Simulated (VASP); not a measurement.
ZnMo3: density of states with revPBE

ZnMo3:

```
Mo Zn
1.0
     3.94315    0.00000    0.00000
     0.00000    3.94315    0.00000
     0.00000    0.00000    3.94315
Mo Zn
3 1
Direct
  0.50000 0.50000 0.00000
  0.50000 0.00000 0.50000
  0.00000 0.50000 0.50000
  0.00000 0.00000 0.00000
```

```json
{"Program": "VASP 6.6.1", "Task": "density of states", "Functional": "revPBE", "Potentials or basis": "VASP PAW PBE potentials, release 64 (Mo_sv, Zn)", "Cutoff": "520 eV", "k mesh": "4 × 4 × 4", "Occupations": "fermi-dirac, width 0.05 eV", "Spin": "no spin polarisation", "Dipole correction": "no", "k mesh for the DOS": "6 × 6 × 6", "Occupations for the DOS": "tetrahedron", "Further INCAR settings": "ALGO = Fast; EDIFF = 1e-06"}
```

```
Valence electrons inside the program's atomic spheres : Mo 12.44; Zn 10.98
```

Levels at points of the mesh, in eV from the Fermi level:
```csv
k point,band 25,band 26,band 27,band 28,band 29,band 30
"(0.00, 0.00, 0.00)",0.90,0.90,0.90,2.07,2.07,2.07
"(0.50, 0.00, 0.00)",-0.83,-0.83,-0.37,0.05,0.35,0.86
"(0.50, 0.50, 0.00)",-2.19,-0.70,-0.70,0.31,0.31,0.31
"(0.50, 0.50, 0.50)",-0.35,-0.35,-0.35,0.75,0.75,0.75
```

It took 2 min on 1 thread of AMD EPYC 7R13 (shared host), peak memory 0.14 GiB.

Caveat: the k points lie up to 0.40 Å⁻¹ apart.
